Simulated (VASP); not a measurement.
Here is a VASP 6.6.1 calculation.

Contents of POSCAR:

```
Ag2O
1.0
    4.7562195589      0.0000000000      0.0000000000
    0.0000000000      4.7562195589      0.0000000000
    0.0000000000      0.0000000000      4.7562195589
Ag O
4 2
Direct
    0.2500000000      0.2500000000      0.2500000000
    0.2500000000      0.7500000000      0.7500000000
    0.7500000000      0.7500000000      0.2500000000
    0.7500000000      0.2500000000      0.7500000000
    0.0000000000      0.0000000000      0.0000000000
    0.5000000000      0.5000000000      0.5000000000
```

The input INCAR.step1:

```
SYSTEM = Ag2O
ALGO = Normal
EDIFF = 1E-5
ENCUT = 660
GGA = PE
GGA_COMPAT = .False.
ISMEAR = 0
LASPH = .True.
LCHARG = .False.
LREAL = .False.
LWAVE = .True.
NBANDS = 37
NELM = 120
PREC = Accurate
SIGMA = 0.01
```

INCAR.step2

```
SYSTEM = Ag2O
ALGO = Normal
EDIFF = 1E-6
ENCUT = 660
GGA_COMPAT = .False.
ISIF = 2
ISMEAR = 0
ISTART = 1
LASPH = .True.
LCHARG = .False.
LMIXTAU = .True.
LREAL = .False.
LWAVE = .False.
METAGGA = R2SCAN
NBANDS = 37
NELM = 120
PREC = Accurate
SIGMA = 0.01
```

File KPOINTS:

```
k-points
0
Gamma
  8 8 8
  0 0 0
```

Potentials or basis: VASP PAW PBE potentials, release 64 (Ag, O).

The run is started by

```sh
$ cat potpaw_PBE.64/Ag/POTCAR potpaw_PBE.64/O/POTCAR > POTCAR
$ cp INCAR.step1 INCAR
$ mpirun -np 1 vasp_std > vasp.out
$ cp INCAR.step2 INCAR
$ mpirun -np 1 vasp_std > vasp.out
```

(1) Predict the band gap on the k mesh.

(2) Estimate the pressure.

Answers

(1) 0.24 eV.

(2) -0.2 GPa.

Caveat: semilocal functionals underestimate gaps, and a narrow one can read as zero; the PAW data sets were made with another functional, which shifts forces and pressure a little.
